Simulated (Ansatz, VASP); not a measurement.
Al6H in VASP and in Ansatz

INCAR

```
PREC = Accurate ; ENCUT = 520
EDIFF = 1E-6 ; ISMEAR = 0
SIGMA = 0.1 ; LREAL = F
LASPH = T ; NELM = 60
ALGO = Normal ; ISIF = 2
LWAVE = F ; LCHARG = F
LDIPOL = T ; IDIPOL = 3
DIPOL = 0.5 0.5 0.293 ; GGA = PE
NBANDS = 32
```

The input KPOINTS:

```
Automatic mesh
0
Gamma
  5 5 1
```

Contents of POSCAR:

```
Al6H
1.0
    5.7135165837      0.0000000000      0.0000000000
    0.0000000000      5.7135165837      0.0000000000
    0.0000000000      0.0000000000     22.1746954375
Al H
12 2
Direct
    0.2500000000      0.2500000000      0.1803857921
    0.2500000000      0.7500000000      0.1803857921
    0.7500000000      0.2500000000      0.1803857921
    0.7500000000      0.7500000000      0.1803857921
    0.0000000000      0.0000000000      0.2744050924
    0.0000000000      0.5000000000      0.2744050924
    0.5000000000      0.0000000000      0.2744050924
    0.5000000000      0.5000000000      0.2744050924
    0.2500000000      0.2500000000      0.3686497278
    0.2500000000      0.7500000000      0.3686497278
    0.7500000000      0.2500000000      0.3686497278
    0.7500000000      0.7500000000      0.3686497278
    0.0000000000     -0.1033514109      0.4033739928
    0.0000000000      0.1033514109      0.4033739928
```

Input for Ansatz:

```yaml
crystal:
  lattice:
    - [5.7135165837, 0.0, 0.0]
    - [0.0, 5.7135165837, 0.0]
    - [0.0, 0.0, 22.1746954375]
  atoms:
    - { symbol: Al, position: [0.25, 0.25, 0.1803857921] }
    - { symbol: Al, position: [0.25, 0.75, 0.1803857921] }
    - { symbol: Al, position: [0.75, 0.25, 0.1803857921] }
    - { symbol: Al, position: [0.75, 0.75, 0.1803857921] }
    - { symbol: Al, position: [0.0, 0.0, 0.2744050924] }
    - { symbol: Al, position: [0.0, 0.5, 0.2744050924] }
    - { symbol: Al, position: [0.5, 0.0, 0.2744050924] }
    - { symbol: Al, position: [0.5, 0.5, 0.2744050924] }
    - { symbol: Al, position: [0.25, 0.25, 0.3686497278] }
    - { symbol: Al, position: [0.25, 0.75, 0.3686497278] }
    - { symbol: Al, position: [0.75, 0.25, 0.3686497278] }
    - { symbol: Al, position: [0.75, 0.75, 0.3686497278] }
    - { symbol: H, position: [0.0, -0.1033514109, 0.4033739928] }
    - { symbol: H, position: [0.0, 0.1033514109, 0.4033739928] }
basis:
  ecutwfc: 420
kpoints:
  mp_grid: { grid: [5, 5, 1] }
hamiltonian:
  xc: pbe
  pseudopotentials: { kind: paw, azcp: { folder: soft_1 } }
scf:
  occupations: { method: gaussian, width: 0.1 }
output:
  forces: true
  eigenvalues: true
efield:
  axis: 3
  dipole_correction: true
  ramp_width: 0.04
```

Alike in both runs: task single point; functional PBE; k mesh 5 × 5 × 1; occupations gaussian, width 0.1 eV; no spin polarisation.

```csv
,VASP,Ansatz
version,VASP 6.6.1,Ansatz 0.2.0
potentials or method,"VASP PAW PBE potentials, release 64 (Al, H), cutoff 520 eV","scalar-relativistic, plane waves, PAW"
valence electrons in the cell,38,38
```

```tsv
	VASP	Ansatz	Ansatz less VASP
gap on the k mesh at the Fermi level (eV)	none	none	-
rms of the force components (eV/Å)	0.291	0.291	+0.0003
```

Atom by atom the forces differ by 0.001 eV/Å (rms over components). A gap of «none» marks a metal or a gap that the smearing closes.
